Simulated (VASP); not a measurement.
# TiAl3 (P1) in VASP: single point with PBE

Aim: the single point of TiAl3 with PBE.

Everything below comes from runs of VASP 6.6.1. Logs are shortened: lines on timing, memory, paths and dates and some standing lists are left out, and cuts for length are marked.

## Step 1: The cell of the first run

The typed cell holds 4 atoms: a = 4.979 Å, b = 4.932 Å, c = 4.952 Å, α = 135.55°, β = 136.40°, γ = 64.02°.

## Step 2: Single point, PBE (atoms moved at random and the cell strained at random)

INCAR

```
PREC = Accurate ; ENCUT = 520
EDIFF = 1E-7 ; ISMEAR = 0
SIGMA = 0.1 ; LREAL = False
LASPH = True ; NELM = 80
ALGO = Fast ; ISIF = 2
LWAVE = False ; LCHARG = False
GGA = PE ; NBANDS = 18
```

KPOINTS

```
Automatic mesh
0
Gamma
  12 12 14
```

POSCAR

```
TiAl3
1.0
   -1.8837535651      1.8615990953      4.2156598731
    1.8560148313     -1.8275249717      4.1880634913
    1.8824157904      1.8261871970     -4.2004474632
Ti Al
1 3
Direct
    0.0020902513     -0.0006856271      0.0136386938
    0.4989759144      0.4941436360     -0.0184160302
    0.7473837798      0.2412407426      0.4973941801
    0.2515500545      0.7653012485      0.5073831563
```

Potentials or basis: VASP PAW PBE potentials, release 64 (Ti_sv, Al).

Launch:

```
cat potpaw_PBE.64/Ti_sv/POTCAR potpaw_PBE.64/Al/POTCAR > POTCAR
mpirun -np 1 vasp_std > vasp.out
```

OUTCAR:

```text
PREC = Accurate
   ENCUT = 520
   EDIFF = 1E-7
   ISMEAR = 0
   LREAL = False
   LASPH = True
   NELM = 80
   ISIF = 2
   GGA = PE

 ion  position               nearest neighbor table
   1  0.002  0.999  0.014-   2 2.54   2 2.62   2 2.64   4 2.69   2 2.71   4 2.77   3 2.79   3 2.80
                             3 2.81   3 2.82   4 2.88   4 2.88
   2  0.499  0.494  0.982-   1 2.54   1 2.62   1 2.64   1 2.71   3 2.74   4 2.76   3 2.76   4 2.77
                             4 2.81   3 2.85   3 2.87   4 2.88
   3  0.747  0.241  0.497-   4 2.58   4 2.60   4 2.65   4 2.68   2 2.74   2 2.76   1 2.79   1 2.80
                             1 2.81   1 2.82   2 2.85   2 2.87
   4  0.252  0.765  0.507-   3 2.58   3 2.60   3 2.65   3 2.68   1 2.69   2 2.76   1 2.77   2 2.77
                             2 2.81   1 2.88   2 2.88   1 2.88

  LATTYP: Found a triclinic cell.
 ALAT       =     4.9319888872
 B/A-ratio  =     0.7580007697
 C/A-ratio  =     0.7477344324
 COS(alpha) =     0.0007342565
 COS(beta)  =     0.3671757334
 COS(gamma) =     0.3736393536

  Lattice vectors:

 A1 = (  -1.8560148313,   1.8275249717,  -4.1880634913)
 A2 = (  -3.7384306217,   0.0013377747,   0.0123839719)
 A3 = (  -0.0013377747,   3.6877862923,   0.0152124099)

Analysis of symmetry for initial positions (statically):
=====================================================================
 Subroutine PRICEL returns:
 Original cell was already a primitive cell.

 Routine SETGRP: Setting up the symmetry group for a
 triclinic supercell.

 Subroutine GETGRP returns: Found  1 space group operations
 (whereof  1 operations were pure point group operations)
 out of a pool of  2 trial point group operations.

The static configuration has the point symmetry C_1 .

Analysis of symmetry for dynamics (positions and initial velocities):
=====================================================================
 Subroutine PRICEL returns:
 Original cell was already a primitive cell.

 Routine SETGRP: Setting up the symmetry group for a
 triclinic supercell.

 Subroutine GETGRP returns: Found  1 space group operations
 (whereof  1 operations were pure point group operations)
 out of a pool of  2 trial point group operations.

The dynamic configuration has the point symmetry C_1 .

 Subroutine INISYM returns: Found  1 space group operations
 (whereof  1 operations are pure point group operations),
 and found     1 'primitive' translations

----------------------------------------------------------------------------------------

                                     Primitive cell

  volume of cell :      57.9275

  direct lattice vectors                    reciprocal lattice vectors
    -1.883753565  1.861599095  4.215659873     0.000487415  0.270679222  0.117898974
     1.856014831 -1.827524972  4.188063491     0.267888900 -0.000397339  0.119880724
     1.882415790  1.826187197 -4.200447463     0.267588276  0.271263351 -0.000216630

  length of vectors
     4.978540635  4.931988887  4.951990284     0.295241675  0.293489367  0.381034563

  position of ions in fractional coordinates (direct lattice)
     0.002090251  0.999314373  0.013638694
     0.498975914  0.494143636  0.981583970
     0.747383780  0.241240743  0.497394180
     0.251550055  0.765301249  0.507383156

  ion indices of the primitive-cell ions
   primitive index   ion index
                 1           1
                 2           2
                 3           3
                 4           4

----------------------------------------------------------------------------------------

 KPOINTS: Automatic mesh

Automatic generation of k-mesh.
 Grid dimensions read from file:
 generate k-points for:   12   12   14

 Generating k-lattice:

  Cartesian coordinates                     Fractional coordinates (reciprocal lattice)
     0.000040618  0.022556602  0.009824915     0.083333333  0.000000000  0.000000000
     0.022324075 -0.000033112  0.009990060     0.000000000  0.083333333  0.000000000
     0.019113448  0.019375954 -0.000015474     0.000000000 -0.000000000  0.071428571

  Length of vectors
     0.024603473  0.024457447  0.027216755

  Shift w.r.t. Gamma in fractional coordinates (k-lattice)
     0.000000000  0.000000000  0.000000000

 Subroutine IBZKPT returns following result:
 ===========================================

 Found   1012 irreducible k-points:

 Following reciprocal coordinates:
            Coordinates               Weight
  0.000000  0.000000  0.000000      1.000000
  0.083333  0.000000  0.000000      2.000000
  0.166667  0.000000 -0.000000      2.000000
  0.250000  0.000000  0.000000      2.000000
  0.333333  0.000000 -0.000000      2.000000
  0.416667  0.000000 -0.000000      2.000000
[... 16 lines left out ...]
  0.250000  0.166667  0.000000      2.000000
  0.333333  0.166667  0.000000      2.000000
 [... further k-points ...]
   k-points           NKPTS =   1012   k-points in BZ     NKDIM =   1012   number of bands    NBANDS=     18
   number of dos      NEDOS =    301   number of ions     NIONS =      4
   total plane-waves  NPLWV =  64000
   dimension x,y,z NGX =    40 NGY =   40 NGZ =   40
   dimension x,y,z NGXF=    80 NGYF=   80 NGZF=   80
   ions per type =               1   3
   NGX,Y,Z   is equivalent  to a cutoff of  13.36, 13.48, 13.43 a.u.
   NGXF,Y,Z  is equivalent  to a cutoff of  26.71, 26.97, 26.86 a.u.
 SYSTEM =  unknown system
   PREC   = accura    normal or accurate (medium, high low for compatibility)
   ISTART =      0    job   : 0-new  1-cont  2-samecut
   ICHARG =      2    charge: 1-file 2-atom 10-const
   ISPIN  =      1    spin polarized calculation?
   LNONCOLLINEAR =      F non collinear calculations
   LSORBIT =      F    spin-orbit coupling
   LASPH  =      T    aspherical Exc in radial PAW
   ENCUT  =  520.0 eV  38.22 Ry    6.18 a.u.   9.26  9.17  9.21*2*pi/ulx,y,z
   NELM   =     80;   NELMIN=  2; NELMDL= -5     # of ELM steps
   EDIFF  = 0.1E-06   stopping-criterion for ELM
   LREAL  =      F    real-space projection
   EDIFFG = 0.1E-05   stopping-criterion for IOM
   NSW    =      0    number of steps for IOM
   IBRION =     -1    ionic relax: 0-MD 1-quasi-New 2-CG
   NFREE  =      0    steps in history (QN), initial steepest desc. (CG)
   ISIF   =      2    stress and relaxation
   ISYM   =      2    0-nonsym 1-usesym 2-fastsym
   POTIM  = 0.5000    time-step for ionic-motion
   TEBEG  =    0.0;   TEEND  =   0.0 temperature during run
   PSTRESS=    0.0 pullay stress
   NELECT =      21.0000    total number of electrons
   NUPDOWN=      -1.0000    fix difference up-down
   EMIN   =  10.00;   EMAX   =-10.00  energy-range for DOS
   EFERMI =   0.00;   METHOD = LEGACY
   ISMEAR =     0;   SIGMA  =   0.10  broadening in eV -4-tet -1-fermi 0-gaus
   EFERMI_NEDOS =   21; number of points for ismear=-14 and -15
   IALGO  =     68    algorithm
   IMIX   =      4    mixing-type and parameters
     AMIX     =   0.40;   BMIX     =  1.00
     AMIX_MAG =   1.60;   BMIX_MAG =  1.00
  volume/ion in A,a.u.               =      14.48        97.73
  Fermi-wavevector in a.u.,A,eV,Ry     =   1.167310  2.205897 18.539482  1.362613
  Thomas-Fermi vector in A             =   2.303812
   LORBIT       =      0    0 simple, 1 ext, 2 COOP (PROOUT), +10 PAW based schemes
   GGA     = PE    functional components
   LHFCALC =     F    Hartree Fock is set to
   AEXX    =    0.0000 exact exchange contribution
   IVDW    =     0    specifies the selected vdW correction
   LEPSILON=     F    determine dielectric tensor
   LRPA    =     F    only Hartree local field effects (RPA)
 non-spin polarized calculation
 RMM-DIIS sequential band-by-band and
 Gauss-broadening in eV      SIGMA  =   0.10
  energy-cutoff  :      520.00
  volume of cell :       57.93
 maximum number of plane-waves:      1579
 NGX is ok and might be reduce to    40
   NGX = 19   NGY = 19   NGZ = 19

 number of electron      20.9999999 magnetization

 Free energy of the ion-electron system (eV)
  ---------------------------------------------------
  ext. energy  EPLUGINS =         0.00000000
  ---------------------------------------------------
  free energy    TOTEN  =       -20.37031804 eV

  energy without entropy =      -20.36223313  energy(sigma->0) =      -20.36627559

 E-fermi :   9.1600     XC(G=0): -11.1032

 val. band max:        9.1596295726   @ k =  -0.0833   0.3333   0.3571
 cond. band min:       9.1608206204   @ k =  -0.3333  -0.2500   0.0714
 fundamental gap:      0.0011910478
 Fermi energy:         9.1600494902

 k-point     1 :       0.0000    0.0000    0.0000
  band No.  band energies     occupation
      1     -47.0499      2.00000
      2     -23.3916      2.00000
      3     -23.3843      2.00000
      4     -23.3148      2.00000
      5      -1.3765      2.00000
      6       6.1135      2.00000
[... 10 lines left out ...]
     17      13.3602      0.00000
     18      13.4036      0.00000

 k-point     2 :       0.0833    0.0000    0.0000
  band No.  band energies     occupation
      1     -47.0498      2.00000
      2     -23.3916      2.00000
      3     -23.3871      2.00000
      4     -23.3146      2.00000
      5      -1.2836      2.00000
      6       5.7336      2.00000
[... 10 lines left out ...]
     17      13.3995      0.00000
     18      13.9236      0.00000

 k-point     3 :       0.1667    0.0000   -0.0000
  band No.  band energies     occupation
      1     -47.0493      2.00000
      2     -23.3959      2.00000
      3     -23.3904      2.00000
      4     -23.3142      2.00000
      5      -1.0069      2.00000
      6       5.2708      2.00000
[... 10 lines left out ...]
     17      13.5295      0.00000
     18      15.0427      0.00000

 k-point     4 :       0.2500    0.0000    0.0000
  band No.  band energies     occupation
      1     -47.0487      2.00000
      2     -23.4069      2.00000
      3     -23.3899      2.00000
      4     -23.3136      2.00000
      5      -0.5530      2.00000
      6       4.6744      2.00000
[... 10 lines left out ...]
     17      13.9374      0.00000
     18      15.2559      0.00000

 k-point     5 :       0.3333    0.0000   -0.0000
  band No.  band energies     occupation
      1     -47.0481      2.00000
      2     -23.4180      2.00000
      3     -23.3891      2.00000
      4     -23.3129      2.00000
      5       0.0667      2.00000
      6       3.7843      2.00000
[... 10 lines left out ...]
     17      14.3983      0.00000
     18      14.9740      0.00000

 k-point     6 :       0.4167    0.0000   -0.0000
  band No.  band energies     occupation
      1     -47.0477      2.00000
      2     -23.4261      2.00000
      3     -23.3886      2.00000
      4     -23.3125      2.00000
      5       0.8336      2.00000
      6       2.7654      2.00000
[... 307 lines left out ...]
 k-point    21 :       0.0833    0.1667    0.0000
  band No.  band energies     occupation
      1     -47.0493      2.00000
      2     -23.4010      2.00000
      3     -23.3866      2.00000
      4     -23.3144      2.00000
      5      -0.8623      2.00000
      6       4.8424      2.00000
[... 10 lines left out ...]
     17      14.2143      0.00000
     18      14.7642      0.00000

 k-point    22 :       0.1667    0.1667    0.0000
  band No.  band energies     occupation
      1     -47.0488      2.00000
      2     -23.4007      2.00000
      3     -23.3943      2.00000
      4     -23.3141      2.00000
      5      -0.5346      2.00000
      6       4.5303      2.00000
[... 10 lines left out ...]
     17      14.3445      0.00000
     18      15.1683      0.00000

 k-point    23 :       0.2500    0.1667    0.0000
  band No.  band energies     occupation
      1     -47.0482      2.00000
      2     -23.4063      2.00000
      3     -23.3987      2.00000
      4     -23.3134      2.00000
      5      -0.0371      2.00000
      6       4.2252      2.00000
[... 10 lines left out ...]
     17      14.1788      0.00000
     18      15.6215      0.00000

 k-point    24 :       0.3333    0.1667    0.0000
  band No.  band energies     occupation
      1     -47.0477      2.00000
      2     -23.4169      2.00000
      3     -23.3980      2.00000
      4     -23.3126      2.00000
      5       0.6159      2.00000
      6       3.6395      2.00000
[... 10 lines left out ...]
     17      14.5078      0.00000
     18      15.6302      0.00000

 [... further k-points ...]

------------------------ aborting loop because EDIFF is reached ----------------------------------------

  FORCE on cell =-STRESS in cart. coord.  units (eV):
  Direction    XX          YY          ZZ          XY          YZ          ZX
  --------------------------------------------------------------------------------------
  -------------------------------------------------------------------------------------
  Total        4.6828184      5.2294367      3.9534139      0.1149487     -0.3668254      0.3857863
  in kB      129.5188970    144.6374432    109.3447937      3.1792891    -10.1457750     10.6702024
  external PRESSURE =     127.8337113 kB  Pullay stress =       0.0000000 kB

 VOLUME and BASIS-vectors are now :
 -----------------------------------------------------------------------------
  energy-cutoff  :      520.00
  volume of cell :       57.93
      direct lattice vectors                 reciprocal lattice vectors
    -1.883753565  1.861599095  4.215659873     0.000487415  0.270679222  0.117898974
     1.856014831 -1.827524972  4.188063491     0.267888900 -0.000397339  0.119880724
     1.882415790  1.826187197 -4.200447463     0.267588276  0.271263351 -0.000216630

 POSITION                                       TOTAL-FORCE (eV/Angst)
 -----------------------------------------------------------------------------------
      1.87648     -1.79747      4.13672        -0.592990     -0.648931      0.509494
      1.82494      1.81839      0.04993         0.686430      0.506339     -0.201211
     -0.02384      1.85879      2.07177         0.376236     -0.065797      0.164911
      1.90166     -0.00375      2.13434        -0.469676      0.208389     -0.473193
 -----------------------------------------------------------------------------------
    total drift:                                0.000013      0.000045     -0.000020

  FREE ENERGIE OF THE ION-ELECTRON SYSTEM (eV)
  ---------------------------------------------------
  free  energy   TOTEN  =       -20.3703180388 eV

  energy  without entropy=      -20.3622331347  energy(sigma->0) =      -20.36627559
```

Wall time 62 min (1 thread of AMD EPYC 9R14 (Zen 4), shared host); peak memory 1 GiB.

Results:

| Quantity | Value |
| --- | --- |
| Free energy | -20.3703 eV |
| Pressure | 12.8 GPa |
| Largest force | 1.016 eV/Å |
| Band gap on the k mesh | zero (an odd number of electrons rules out a gap without spin polarisation) |

Forces on the atoms (eV/Å):
```
Ti  -0.593 -0.649  0.509
Al   0.686  0.506 -0.201
Al   0.376 -0.066  0.165
Al  -0.470  0.208 -0.473
```

Caveat: the cell differs from its parent crystal (atoms moved at random and the cell strained at random); the cell stands under pressure; forces of over 1 eV/Å act on the atoms, so gaps and moduli don't describe the material at rest.
